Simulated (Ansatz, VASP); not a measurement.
**Two plane-wave programs on F**

```
CELL_PARAMETERS angstrom
2.71611 -1.79697 0.28664
2.71611 1.79697 0.28664
-0.83385 0.00000 6.76913
ATOMIC_POSITIONS crystal
F 0.91386 0.58555 0.09393
F 0.41445 0.08614 0.40607
F 0.08614 0.41445 0.90607
F 0.58555 0.91386 0.59393
```

Change from the starting cell: volume 16.734 Å^3 an atom, stretch along a over the lengths across it, relative to the relaxed cell 0.9607.

Alike in both runs: task single point; functional PBE; dispersion D3(BJ); k mesh 8 × 8 × 4; occupations gaussian, width 0.05 eV; no spin polarisation.

|  | VASP | Ansatz |
| --- | --- | --- |
| version | VASP 6.6.1 | Ansatz 0.2.0 |
| potentials or method | VASP PAW PBE potentials, release 64 (F), cutoff 520 eV | scalar-relativistic, plane waves, PAW |
| valence electrons in the cell | 28 | 28 |

|  | VASP | Ansatz | Ansatz less VASP |
| --- | --- | --- | --- |
| gap on the k mesh at the Fermi level (eV) | 2.89 | 2.96 | +0.071 |
| least direct gap on the mesh (eV) | 2.89 | 2.96 | +0.071 |
| pressure (GPa) | 0.0 | -0.3 | -0.31 |
| traceless stress, the component that is largest in VASP (GPa) | 0.56 | -0.62 | -1.175 |
| rms of the force components (eV/Å) | 0.118 | 0.091 | -0.0270 |

Atom by atom the forces differ by 0.210 eV/Å (rms over components). One of these differences is far larger than is usual between the two programs; its cause wasn't traced.
